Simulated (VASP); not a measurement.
# SnO2 (R-3m) in VASP: further runs

Runs on SnO2. Level: r2SCAN. Tasks: single point.

Program: VASP 6.6.1. These are calculated values, not measurements. Logs are shortened: lines on timing, memory, paths and dates and some standing lists are left out, and cuts for length are marked.

### Step 1. The cell of the first run

The structure is trigonal, space group R-3m (No. 166). The conventional cell has a = 3.234 Å, b = 3.234 Å, c = 14.402 Å, α = 90.00°, β = 90.00°, γ = 120.00°. Sn (site symmetry -3m) has 6 O at 2.13 Å within 2.8 Å. O (site symmetry 3m) has 3 Sn at 2.13 Å and 3 O at 2.76 Å within 2.8 Å.

### Step 2. Single point, r2SCAN

POSCAR

```
SnO2
1.0
    1.6170930000      0.9336290000      4.8005930000
   -1.6170930000      0.9336290000      4.8005930000
    0.0000000000     -1.8672580000      4.8005930000
Sn O
1 2
Direct
    0.5000000000      0.5000000000      0.5000000000
    0.2371700000      0.2371700000      0.2371700000
    0.7628300000      0.7628300000      0.7628300000
```

INCAR.step1

```
SYSTEM = SnO2
ALGO = Normal ; EDIFF = 1E-4
ENCUT = 520 ; GGA = PE
ISMEAR = 0 ; LASPH = .True.
LCHARG = .False. ; LREAL = .False.
LWAVE = .True. ; NBANDS = 20
NELM = 60 ; PREC = Accurate
SIGMA = 0.01
```

INCAR.step2

```
SYSTEM = SnO2
ALGO = Normal ; EDIFF = 1E-6
ENCUT = 520 ; ISIF = 2
ISMEAR = 0 ; ISTART = 1
LASPH = .True. ; LCHARG = .False.
LMIXTAU = .True. ; LREAL = .False.
LWAVE = .False. ; METAGGA = R2SCAN
NBANDS = 20 ; NELM = 60
PREC = Accurate ; SIGMA = 0.01
```

KPOINTS

```
k-points
0
Gamma
  8 8 8
  0 0 0
```

Potentials or basis: VASP PAW PBE potentials, release 64 (Sn_d, O).

Started as:

```console
$ cat potpaw_PBE.64/Sn_d/POTCAR potpaw_PBE.64/O/POTCAR > POTCAR
$ cp INCAR.step1 INCAR
$ mpirun -np 1 vasp_std > vasp.out
$ cp INCAR.step2 INCAR
$ mpirun -np 1 vasp_std > vasp.out
```

OUTCAR:

```text
SYSTEM = SnO2
   EDIFF = 1E-6
   ENCUT = 520
   ISIF = 2
   ISMEAR = 0
   ISTART = 1
   LASPH = .True.
   LREAL = .False.
   METAGGA = R2SCAN
   NELM = 60
   PREC = Accurate

 ion  position               nearest neighbor table
   1  0.500  0.500  0.500-   2 2.13   3 2.13   2 2.13   2 2.13   3 2.13   3 2.13
   2  0.237  0.237  0.237-   1 2.13   1 2.13   1 2.13
   3  0.763  0.763  0.763-   1 2.13   1 2.13   1 2.13

  LATTYP: Found a trigonal (rhomboedric) cell.
 ALAT       =     5.1509558367
 COS(alpha) =     0.8028828836

  Lattice vectors:

 A1 = (   1.6170930000,   0.9336290000,   4.8005930000)
 A2 = (  -1.6170930000,   0.9336290000,   4.8005930000)
 A3 = (   0.0000000000,  -1.8672580000,   4.8005930000)

Analysis of symmetry for initial positions (statically):
=====================================================================
 Subroutine PRICEL returns:
 Original cell was already a primitive cell.

 Routine SETGRP: Setting up the symmetry group for a
 trigonal (rhombohedral) supercell.

 Subroutine GETGRP returns: Found 12 space group operations
 (whereof 12 operations were pure point group operations)
 out of a pool of 12 trial point group operations.

The static configuration has the point symmetry D_3d.

Analysis of symmetry for dynamics (positions and initial velocities):
=====================================================================
 Subroutine PRICEL returns:
 Original cell was already a primitive cell.

 Routine SETGRP: Setting up the symmetry group for a
 trigonal (rhombohedral) supercell.

 Subroutine GETGRP returns: Found 12 space group operations
 (whereof 12 operations were pure point group operations)
 out of a pool of 12 trial point group operations.

The dynamic configuration has the point symmetry D_3d.

 Subroutine INISYM returns: Found 12 space group operations
 (whereof 12 operations are pure point group operations),
 and found     1 'primitive' translations

----------------------------------------------------------------------------------------

                                     Primitive cell

  volume of cell :      43.4866

  direct lattice vectors                    reciprocal lattice vectors
     1.617093000  0.933629000  4.800593000     0.309196812  0.178514878  0.069435866
    -1.617093000  0.933629000  4.800593000    -0.309196812  0.178514878  0.069435866
[... 80 lines left out ...]
   ICHARG =      0    charge: 1-file 2-atom 10-const
   ISPIN  =      1    spin polarized calculation?
   LNONCOLLINEAR =      F non collinear calculations
   LSORBIT =      F    spin-orbit coupling
   LASPH  =      T    aspherical Exc in radial PAW
   ENCUT  =  520.0 eV  38.22 Ry    6.18 a.u.   9.58  9.58  9.58*2*pi/ulx,y,z
   NELM   =     60;   NELMIN=  2; NELMDL=  0     # of ELM steps
   EDIFF  = 0.1E-05   stopping-criterion for ELM
   LREAL  =      F    real-space projection
   EDIFFG = 0.1E-04   stopping-criterion for IOM
   NSW    =      0    number of steps for IOM
   IBRION =     -1    ionic relax: 0-MD 1-quasi-New 2-CG
   NFREE  =      0    steps in history (QN), initial steepest desc. (CG)
   ISIF   =      2    stress and relaxation
   ISYM   =      2    0-nonsym 1-usesym 2-fastsym
   POTIM  = 0.5000    time-step for ionic-motion
   TEBEG  =    0.0;   TEEND  =   0.0 temperature during run
   PSTRESS=    0.0 pullay stress
   NELECT =      26.0000    total number of electrons
   NUPDOWN=      -1.0000    fix difference up-down
   EMIN   =  10.00;   EMAX   =-10.00  energy-range for DOS
   EFERMI =   0.00;   METHOD = LEGACY
   ISMEAR =     0;   SIGMA  =   0.01  broadening in eV -4-tet -1-fermi 0-gaus
   EFERMI_NEDOS =   21; number of points for ismear=-14 and -15
   IALGO  =     38    algorithm
   IMIX   =      4    mixing-type and parameters
     AMIX     =   0.40;   BMIX     =  1.00
     AMIX_MAG =   1.60;   BMIX_MAG =  1.00
  volume/ion in A,a.u.               =      14.50        97.82
  Fermi-wavevector in a.u.,A,eV,Ry     =   1.379158  2.606231 25.879338  1.902078
  Thomas-Fermi vector in A             =   2.504154
   LORBIT       =      0    0 simple, 1 ext, 2 COOP (PROOUT), +10 PAW based schemes
   METAGGA = R2SCAN    functional components
   LHFCALC =     F    Hartree Fock is set to
   AEXX    =    0.0000 exact exchange contribution
   IVDW    =     0    specifies the selected vdW correction
   LEPSILON=     F    determine dielectric tensor
   LRPA    =     F    only Hartree local field effects (RPA)
 non-spin polarized calculation
 Gauss-broadening in eV      SIGMA  =   0.01
  energy-cutoff  :      520.00
  volume of cell :       43.49
 maximum number of plane-waves:      1184
 NGX is ok and might be reduce to    40
   NGX = 19   NGY = 19   NGZ = 19

 number of electron      26.0000004 magnetization

 Free energy of the ion-electron system (eV)
  ---------------------------------------------------
  ext. energy  EPLUGINS =         0.00000000
  ---------------------------------------------------
  free energy    TOTEN  =       -41.62334404 eV

  energy without entropy =      -41.62334404  energy(sigma->0) =      -41.62334404

 E-fermi :   2.9606     XC(G=0): -10.6937

 val. band max:        2.8761239641   @ k =  -0.1250   0.2500   0.1250
 cond. band min:       5.3082128984   @ k =   0.0000   0.0000   0.0000
 fundamental gap:      2.4320889343
 Fermi energy:         2.9605748329

 k-point     1 :       0.0000    0.0000    0.0000
  band No.  band energies     occupation
      1     -17.6881      2.00000
      2     -17.4531      2.00000
      3     -17.4531      2.00000
      4     -17.2408      2.00000
      5     -17.2408      2.00000
      6     -15.8944      2.00000
[... 541 lines left out ...]
     19      16.9706      0.00000
     20      19.9900      0.00000

 [... further k-points ...]
[... 5 lines left out ...]
  --------------------------------------------------------------------------------------
  -------------------------------------------------------------------------------------
  Total       -1.7701318     -1.7701315     -1.5606600      0.0000000     -0.0000000      0.0000000
  in kB      -65.2169860    -65.2169749    -57.4994128      0.0000000     -0.0000000      0.0000000
  external PRESSURE =     -62.6444579 kB  Pullay stress =       0.0000000 kB

 VOLUME and BASIS-vectors are now :
 -----------------------------------------------------------------------------
  energy-cutoff  :      520.00
  volume of cell :       43.49
      direct lattice vectors                 reciprocal lattice vectors
     1.617093000  0.933629000  4.800593000     0.309196812  0.178514878  0.069435866
    -1.617093000  0.933629000  4.800593000    -0.309196812  0.178514878  0.069435866
     0.000000000 -1.867258000  4.800593000     0.000000000 -0.357029755  0.069435866

 POSITION                                       TOTAL-FORCE (eV/Angst)
 -----------------------------------------------------------------------------------
      0.00000      0.00000      7.20089        -0.000000      0.000000     -0.000000
      0.00000      0.00000      3.41567         0.000000      0.000000     -0.553078
      0.00000      0.00000     10.98611         0.000000     -0.000000      0.553078
 -----------------------------------------------------------------------------------
    total drift:                               -0.000000      0.000000      0.000000

  FREE ENERGIE OF THE ION-ELECTRON SYSTEM (eV)
  ---------------------------------------------------
  free  energy   TOTEN  =       -41.6233440358 eV

  energy  without entropy=      -41.6233440358  energy(sigma->0) =      -41.62334404
```

OUTCAR.step1:

```text
SYSTEM = SnO2
   EDIFF = 1E-4
   ENCUT = 520
   GGA = PE
   ISMEAR = 0
   LASPH = .True.
   LREAL = .False.
   NELM = 60
[... 776 lines left out ...]
      0.00000      0.00000      7.20089         0.000000      0.000000      0.000000
      0.00000      0.00000      3.41567        -0.000000      0.000000     -0.081595
      0.00000      0.00000     10.98611        -0.000000     -0.000000      0.081595
 -----------------------------------------------------------------------------------
    total drift:                                0.000000      0.000000      0.000000

  FREE ENERGIE OF THE ION-ELECTRON SYSTEM (eV)
  ---------------------------------------------------
  free  energy   TOTEN  =       -18.1998682186 eV

  energy  without entropy=      -18.1998682186  energy(sigma->0) =      -18.19986822
```

OSZICAR.step1:

```text
N       E                     dE             d eps       ncg     rms          rms(c)
DAV:   1     0.251777914534E+03    0.25178E+03   -0.13959E+04  2780   0.191E+03
DAV:   2     0.759693357574E+01   -0.24418E+03   -0.23139E+03  2824   0.481E+02
DAV:   3    -0.203319283841E+02   -0.27929E+02   -0.27654E+02  3072   0.140E+02
DAV:   4    -0.211138576942E+02   -0.78193E+00   -0.78116E+00  2860   0.252E+01
DAV:   5    -0.211296831921E+02   -0.15825E-01   -0.15825E-01  3156   0.381E+00    0.106E+01
DAV:   6    -0.182228022493E+02    0.29069E+01   -0.11514E+01  3972   0.567E+01    0.440E+00
DAV:   7    -0.182162595618E+02    0.65427E-02   -0.65805E-01  2684   0.667E+00    0.210E+00
DAV:   8    -0.182000357073E+02    0.16224E-01   -0.68159E-02  2768   0.266E+00    0.479E-01
DAV:   9    -0.181992415653E+02    0.79414E-03   -0.10626E-02  3612   0.146E+00    0.925E-02
DAV:  10    -0.181998410566E+02   -0.59949E-03   -0.18502E-03  2712   0.353E-01    0.344E-02
DAV:  11    -0.181998682186E+02   -0.27162E-04   -0.36379E-05  1964   0.664E-02
   1 F= -.18199868E+02 E0= -.18199868E+02  d E =-.474448E-25
```

Wall time 3.4 min (1 thread of Intel Xeon 6975P-C (Granite Rapids), shared host); peak memory 0.28 GiB.

What came out:

```yaml
Free_energy: -41.6233 eV
Pressure: -6.3 GPa
Largest_force: 0.553 eV/Å
Band_gap_on_the_k_mesh: 2.43 eV, indirect (least direct gap 2.54 eV)
```

Forces in eV/Å, atoms in the order of the input:
```
Sn   0.000  0.000  0.000
O    0.000  0.000 -0.553
O    0.000  0.000  0.553
```

Caveat: the PAW data sets were made with another functional, which shifts forces and pressure a little; spin-orbit coupling is left out, which moves the levels of the heavy elements.

### Step 3. Single point, r2SCAN

This run uses another cell than the first one, of 15.08 Å³/atom, 1.040 times its volume.

POSCAR

```
SnO2
1.0
    1.6383729798      0.9459150010      4.8637659419
   -1.6383729798      0.9459150010      4.8637659419
    0.0000000000     -1.8918300021      4.8637659419
Sn O
1 2
Direct
    0.5000000000      0.5000000000      0.5000000000
    0.2371700000      0.2371700000      0.2371700000
    0.7628300000      0.7628300000      0.7628300000
```

INCAR.step1

```
  PREC = Accurate
  ENCUT = 520
  ISMEAR = 0
  SIGMA = 0.01
  LREAL = False
  LASPH = True
  NELM = 60
  NBANDS = 20
  GGA = PE
  ALGO = Normal
  EDIFF = 1E-4
  LWAVE = True
  LCHARG = False
```

INCAR.step2

```
  PREC = Accurate
  ENCUT = 520
  EDIFF = 1E-6
  ISMEAR = 0
  SIGMA = 0.01
  LREAL = False
  LASPH = True
  NELM = 60
  ALGO = Normal
  ISIF = 2
  LWAVE = False
  LCHARG = False
  METAGGA = R2SCAN
  LMIXTAU = True
  NBANDS = 20
  ISTART = 1
```

KPOINTS

```
regular mesh
0
Gamma
  8 8 8
```

Potentials or basis: VASP PAW PBE potentials, release 64 (Sn_d, O).

Started as:

```console
$ cat potpaw_PBE.64/Sn_d/POTCAR potpaw_PBE.64/O/POTCAR > POTCAR
$ cp INCAR.step1 INCAR
$ mpirun -np 1 vasp_std > vasp.out
$ cp INCAR.step2 INCAR
$ mpirun -np 1 vasp_std > vasp.out
```

Wall time 4.1 min (1 thread of Intel Xeon 6975P-C (Granite Rapids), shared host); peak memory 0.28 GiB.

The run converged. Its results:

* Free energy: -41.5299 eV
* Pressure: -11.2 GPa
* Largest force: 0.938 eV/Å
* Band gap on the k mesh: 2.16 eV, indirect (least direct gap 2.24 eV)

Forces in eV/Å, atoms in the order of the input:
```
Sn   0.000  0.000  0.000
O    0.000  0.000 -0.938
O    0.000  0.000  0.938
```

Stress tensor (GPa, compression positive):
```
-12.52   0.00   0.00
  0.00 -12.52   0.00
  0.00   0.00  -8.59
```

Levels at points of the mesh, in eV from the valence-band top:
```tsv
k point	band 11	band 12	band 13	band 14	band 15	band 16
(0.00, 0.00, 0.00)	-0.89	-0.89	-0.08	2.16	6.21	11.56
(0.50, 0.00, 0.00)	-1.41	-0.58	-0.53	5.58	8.20	10.58
(0.50, 0.50, 0.00)	-1.10	-0.45	-0.03	5.33	7.42	11.25
(0.50, 0.50, 0.50)	-1.15	-0.84	-0.84	3.36	6.06	11.74
```

Caveat: the PAW data sets were made with another functional, which shifts forces and pressure a little; spin-orbit coupling is left out, which moves the levels of the heavy elements. A k mesh can miss the band edges.

### Step 4. Single point, r2SCAN

This run uses another cell than the first one, of 15.66 Å³/atom, 1.080 times its volume.

POSCAR

```
SnO2
1.0
    1.6591140801      0.9578898799      4.9253391359
   -1.6591140801      0.9578898799      4.9253391359
    0.0000000000     -1.9157797597      4.9253391359
Sn O
1 2
Direct
    0.5000000000      0.5000000000      0.5000000000
    0.2371700000      0.2371700000      0.2371700000
    0.7628300000      0.7628300000      0.7628300000
```

INCAR.step1

```
SYSTEM = SnO2
ALGO     = Normal         ! electronic algorithm
EDIFF    = 1E-4           ! SCF threshold, eV
ENCUT    = 520            ! plane-wave cutoff, eV
GGA      = PE             ! functional
ISMEAR   = 0              ! smearing method
LASPH    = .True.         ! aspherical terms in the spheres
LCHARG   = .False.        ! write CHGCAR
LREAL    = .False.        ! projectors in reciprocal space
LWAVE    = .True.         ! write WAVECAR
NBANDS   = 20             ! bands
NELM     = 60             ! most SCF steps
PREC     = Accurate       ! precision mode
SIGMA    = 0.01           ! smearing width, eV
```

INCAR.step2

```
SYSTEM = SnO2
ALGO     = Normal         ! electronic algorithm
EDIFF    = 1E-7           ! SCF threshold, eV
ENCUT    = 520            ! plane-wave cutoff, eV
ISIF     = 2              ! what is computed and relaxed
ISMEAR   = 0              ! smearing method
ISTART   = 1            
LASPH    = .True.         ! aspherical terms in the spheres
LCHARG   = .True.         ! write CHGCAR
LELF     = .True.         ! ELF
LMIXTAU  = .True.       
LREAL    = .False.        ! projectors in reciprocal space
LVHAR    = .True.       
LWAVE    = .False.        ! write WAVECAR
METAGGA  = R2SCAN         ! meta-GGA
NBANDS   = 20             ! bands
NELM     = 60             ! most SCF steps
PREC     = Accurate       ! precision mode
SIGMA    = 0.01           ! smearing width, eV
```

KPOINTS

```
k-points
0
Gamma
  8 8 8
  0 0 0
```

Started as:

```console
$ cat potpaw_PBE.64/Sn_d/POTCAR potpaw_PBE.64/O/POTCAR > POTCAR
$ cp INCAR.step1 INCAR
$ mpirun -np 1 vasp_std > vasp.out
$ cp INCAR.step2 INCAR
$ mpirun -np 1 vasp_std > vasp.out
```

Wall time 4.3 min (1 thread of Intel Xeon 6975P-C (Granite Rapids), shared host); peak memory 0.28 GiB.

It converged, with:

| Quantity | Value |
| --- | --- |
| Free energy | -41.3887 eV |
| Pressure | -15.1 GPa |
| Largest force | 1.259 eV/Å |
| Band gap on the k mesh | 1.92 eV, indirect (least direct gap 1.98 eV) |

Forces in eV/Å, atoms in the order of the input:
```
Sn   0.000  0.000  0.000
O    0.000  0.000 -1.259
O    0.000  0.000  1.259
```

Stress tensor (GPa, compression positive):
```
-17.23   0.00   0.00
  0.00 -17.23   0.00
  0.00   0.00 -10.77
```

Levels at points of the mesh, in eV from the valence-band top:
```csv
k point,band 10,band 11,band 12,band 13,band 14,band 15,band 16,band 17
"(0.00, 0.00, 0.00)",-1.19,-0.90,-0.90,-0.06,1.92,6.00,11.19,11.19
"(0.50, 0.00, 0.00)",-2.73,-1.36,-0.59,-0.51,5.19,7.93,10.27,12.64
"(0.50, 0.50, 0.00)",-2.82,-1.07,-0.47,-0.04,4.97,7.19,10.86,11.55
"(0.50, 0.50, 0.50)",-1.24,-1.06,-0.85,-0.85,3.07,5.82,11.35,11.35
```

Caveat: the PAW data sets were made with another functional, which shifts forces and pressure a little; spin-orbit coupling is left out, which moves the levels of the heavy elements. r2SCAN opens gaps a little over a GGA but as a rule still falls short of measured ones.

### Step 5. Single point, r2SCAN

This run uses another cell than the first one, of 16.23 Å³/atom, 1.120 times its volume.

POSCAR

```
SnO2
1.0
    1.6793491729      0.9695726152      4.9854101676
   -1.6793491729      0.9695726152      4.9854101676
    0.0000000000     -1.9391452303      4.9854101676
Sn O
1 2
Direct
    0.5000000000      0.5000000000      0.5000000000
    0.2371700000      0.2371700000      0.2371700000
    0.7628300000      0.7628300000      0.7628300000
```

INCAR.step1

```
SYSTEM = SnO2
ALGO = Normal ; EDIFF = 1E-4
ENCUT = 520 ; GGA = PE
ISMEAR = 0 ; LASPH = .TRUE.
LCHARG = .FALSE. ; LREAL = .FALSE.
LWAVE = .TRUE. ; NBANDS = 20
NELM = 100 ; PREC = Accurate
SIGMA = 0.01
```

INCAR.step2

```
SYSTEM = SnO2
ALGO = Normal ; EDIFF = 1E-6
ENCUT = 520 ; ISIF = 2
ISMEAR = 0 ; ISTART = 1
LASPH = .TRUE. ; LCHARG = .TRUE.
LELF = .TRUE. ; LMIXTAU = .TRUE.
LREAL = .FALSE. ; LVHAR = .TRUE.
LWAVE = .FALSE. ; METAGGA = R2SCAN
NBANDS = 20 ; NELM = 100
PREC = Accurate ; SIGMA = 0.01
```

KPOINTS

```
k-points
0
G
  8 8 8
  0 0 0
```

Started as:

```console
$ cat potpaw_PBE.64/Sn_d/POTCAR potpaw_PBE.64/O/POTCAR > POTCAR
$ cp INCAR.step1 INCAR
$ mpirun -np 1 vasp_std > vasp.out
$ cp INCAR.step2 INCAR
$ mpirun -np 1 vasp_std > vasp.out
```

Wall time 3.7 min (1 thread of Intel Xeon 6975P-C (Granite Rapids), shared host); peak memory 0.28 GiB.

Results (log left out):

```yaml
Free_energy: -41.2102 eV
Pressure: -18.1 GPa
Largest_force: 1.526 eV/Å
Band_gap_on_the_k_mesh: 1.70 eV, indirect (least direct gap 1.75 eV)
```

Forces on the atoms (eV/Å):
```
Sn   0.000  0.000  0.000
O    0.000  0.000 -1.526
O    0.000  0.000  1.526
```

Stress tensor (GPa, compression positive):
```
-20.91   0.00   0.00
  0.00 -20.91   0.00
  0.00   0.00 -12.42
```

Levels at points of the mesh, in eV from the valence-band top:
```tsv
k point	band 11	band 12	band 13	band 14	band 15	band 16
(0.00, 0.00, 0.00)	-0.90	-0.90	-0.05	1.70	5.81	10.84
(0.50, 0.00, 0.00)	-1.32	-0.60	-0.49	4.84	7.68	9.97
(0.50, 0.50, 0.00)	-1.04	-0.48	-0.06	4.63	6.97	10.50
(0.50, 0.50, 0.50)	-0.98	-0.86	-0.86	2.80	5.61	10.98
```

Caveat: the PAW data sets were made with another functional, which shifts forces and pressure a little; spin-orbit coupling is left out, which moves the levels of the heavy elements. A k mesh can miss the band edges.

### Step 6. Summary

```tsv
cell	gap on the mesh (eV)	pressure (GPa)	largest force (eV/Å)
a = 5.151 Å, angles 36.6°, 3 atoms	2.43	-6.3	0.55
a = 5.219 Å, angles 36.6°, 3 atoms	2.16	-11.2	0.94
a = 5.285 Å, angles 36.6°, 3 atoms	1.92	-15.1	1.26
a = 5.349 Å, angles 36.6°, 3 atoms	1.70	-18.1	1.53
```

Alike in all rows: task single point; level r2SCAN; potentials or basis VASP PAW PBE potentials, release 64 (Sn_d, O); no spin polarisation; k mesh 8 × 8 × 8; cutoff (eV) 520; smearing gaussian 0.01 eV.

Caveats: the PAW data sets were made with another functional, which shifts forces and pressure a little; spin-orbit coupling is left out, which moves the levels of the heavy elements.

Total energies depend on the potentials used, so only differences within one code and one set of settings carry meaning.
